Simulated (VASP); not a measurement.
Here is a VASP 6.6.1 calculation.

Contents of POSCAR:

```
MoS2
1.0
    3.2159672600      0.0000000000      0.0000000000
   -1.6079836300      2.7851093400      0.0000000000
    0.0000000000      0.0000000000     16.9930398980
Mo S
1 2
Direct
    0.0000000000      0.0000000000      0.0000000000
    0.3333333333      0.6666666667      0.0894930000
    0.3333333333      0.6666666667      0.9105070000
```

Contents of INCAR.step1:

```
ALGO = Normal
EDIFF = 1E-5
ENCUT = 550
GGA = PE
GGA_COMPAT = False
ISMEAR = -1
LASPH = True
LCHARG = False
LREAL = False
LWAVE = True
NBANDS = 20
NELM = 120
PREC = Accurate
SIGMA = 0.3
```

File INCAR.step2:

```
ALGO = Normal
EDIFF = 1E-6
ENCUT = 550
GGA_COMPAT = False
ISIF = 2
ISMEAR = -1
ISTART = 1
LASPH = True
LCHARG = False
LMIXTAU = True
LREAL = False
LWAVE = False
METAGGA = R2SCAN
NBANDS = 20
NELM = 120
PREC = Accurate
SIGMA = 0.3
```

KPOINTS

```
k-points
0
Gamma
  12 12 2
```

Potentials or basis: VASP PAW PBE potentials, release 64 (Mo_sv, S).

Launch:

```sh
$ cat potpaw_PBE.64/Mo_sv/POTCAR potpaw_PBE.64/S/POTCAR > POTCAR
$ cp INCAR.step1 INCAR
$ mpirun -np 1 vasp_std > vasp.out
$ cp INCAR.step2 INCAR
$ mpirun -np 1 vasp_std > vasp.out
```

Problem. Estimate the band gap on the k mesh.

Solution. 1.30 eV (least direct gap 1.62 eV).

Problem. Predict the largest force.

Solution. 0.419 eV/Å.

Forces in eV/Å, atoms in the order of the input:
```
Mo   0.000  0.000  0.000
S    0.000  0.000  0.419
S    0.000  0.000 -0.419
```

Caveat: so wide a smearing shifts energies and pressures; there is no dipole correction, which matters where the two faces differ; the PAW data sets were made with another functional, which shifts forces and pressure a little.
